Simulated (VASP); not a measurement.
Crystal: Zr4Ag.

```xyz
5
Lattice="4.9807 0.0000 0.0000 -2.4903 4.3134 0.0000 0.0000 0.0000 4.5408" Properties=species:S:1:pos:R:3 pbc="T T T"
Zr    2.4903    1.4378    2.2704
Zr    2.4903    1.4378    0.0000
Zr    0.0000    2.8756    2.2704
Zr    0.0000    0.0000    2.2704
Ag    0.0000    0.0000    0.0000
```

The cell was built from a structure type or drawn by symmetry, and may not be a known phase.

- Program: VASP 6.6.1
- Task: relaxation of cell and atoms
- Functional: PBE
- Potentials or basis: VASP PAW PBE potentials, release 64 (Zr_sv, Ag)
- Cutoff: 600 eV
- k mesh: 4 × 4 × 4
- Occupations: gaussian, width 0.2 eV
- Spin: no spin polarisation

At the start: pressure 37.4 GPa; volume 19.51 Å³/atom.

Question: How do energy, volume and symmetry change on relaxing?

Answer: Over 9 steps the energy falls by 879.6 meV/atom and the volume is 25.09 Å³/atom (+28.6 %); space group P-6m2 (No. 187, to 0.1 Å) before and after.

The path:
```
step  energy change (eV)  largest force (eV/Å)  pressure (GPa)  volume (Å³)
   1              0.0000                0.0000           37.37        97.55
   2             -1.9404                0.0000          -11.07       171.53
   3             -4.3598                0.0000           -2.29       129.83
   4             -4.3704                0.0000           -1.67       128.60
   5             -4.3740                0.0000           -1.05       127.44
   6             -4.3971                0.0000            0.30       124.82
   7             -4.3971                0.0000            0.31       124.83
   8             -4.3971                0.0000            0.28       124.88
   9             -4.3980                0.0000           -0.07       125.47
```

Final structure:
```
CELL_PARAMETERS angstrom
5.11449 0.00000 0.00000
-2.55724 4.42927 0.00000
0.00000 0.00000 5.53846
ATOMIC_POSITIONS crystal
Zr 0.66667 0.33333 0.50000
Zr 0.66667 0.33333 0.00000
Zr 0.33333 0.66667 0.50000
Zr 0.00000 0.00000 0.50000
Ag 0.00000 0.00000 0.00000
```

Caveat: the k points lie up to 0.35 Å⁻¹ apart in the final cell, too coarse for converged energies and pressures of a metal; the volume moved by over 15 % at a fixed basis, so the end points are rough.
